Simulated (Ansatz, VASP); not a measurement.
# One calculation of AlGaN2, two programs

Contents of INCAR:

```
PREC = Accurate
ENCUT = 520
EDIFF = 1E-6
ISMEAR = 0
SIGMA = 0.05
LREAL = F
LASPH = T
NELM = 80
ALGO = Normal
ISIF = 2
LWAVE = F
LCHARG = F
GGA = CA
IBRION = 2
NSW = 50
EDIFFG = -0.01
```

Contents of KPOINTS:

```
regular mesh
0
Gamma
  8 8 6
```

File POSCAR:

```
AlGaN2
1.0
    3.2111225285      0.0000000000      0.0000000000
    0.0000000000      3.2111225285      0.0000000000
    0.0000000000      0.0000000000      4.1259713368
Al Ga N
1 1 2
Direct
    0.5000000000      0.5000000000      0.5000000000
    0.0000000000      0.0000000000      0.0000000000
    0.5000000000      0.0000000000      0.7400738390
    0.0000000000      0.5000000000      0.2599261610
```

Input for Ansatz:

```yaml
crystal:
  lattice:
    - [3.2111225285, 0.0, 0.0]
    - [0.0, 3.2111225285, 0.0]
    - [0.0, 0.0, 4.1259713368]
  atoms:
    - { symbol: Al, position: [0.5, 0.5, 0.5] }
    - { symbol: Ga, position: [0.0, 0.0, 0.0] }
    - { symbol: "N", position: [0.5, 0.0, 0.740073839] }
    - { symbol: "N", position: [0.0, 0.5, 0.259926161] }
basis:
  ecutwfc: 520.0
kpoints:
  mp_grid: { grid: [8, 8, 6] }
hamiltonian:
  xc: lda
  pseudopotentials: { kind: paw, azcp: { folder: soft_1 } }
scf:
  occupations: { method: gaussian, width: 0.05 }
output:
  forces: true
  stress: true
  eigenvalues: true
  write_density: true
  write_potential: true
  elf: true
  volumetric_format: npy
relax:
  adjacent_minimum: "off"
  f_tol: 0.01
  max_steps: 30
```

Alike in both runs: task relaxation of the atoms; functional LDA; k mesh 8 × 8 × 6; occupations gaussian, width 0.05 eV; no spin polarisation.

```csv
,VASP,Ansatz
version,VASP 6.6.1,Ansatz 0.2.0
potentials or method,"VASP PAW LDA potentials, release 64 (Al, Ga_d, N), cutoff 520 eV","scalar-relativistic, plane waves, PAW"
valence electrons in the cell,26,26
```

```csv
,VASP,Ansatz,Ansatz less VASP
"gap on the k mesh at the Fermi level, each at its own relaxed structure (eV)",3.06,3.05,-0.013
```

Ansatz warns that its potentials were made for another functional, while VASP's fit it. LDA's correlation is that of Perdew and Zunger in VASP and of Perdew and Wang (1992) in Ansatz. Ansatz's warnings: stress scf threshold loose.
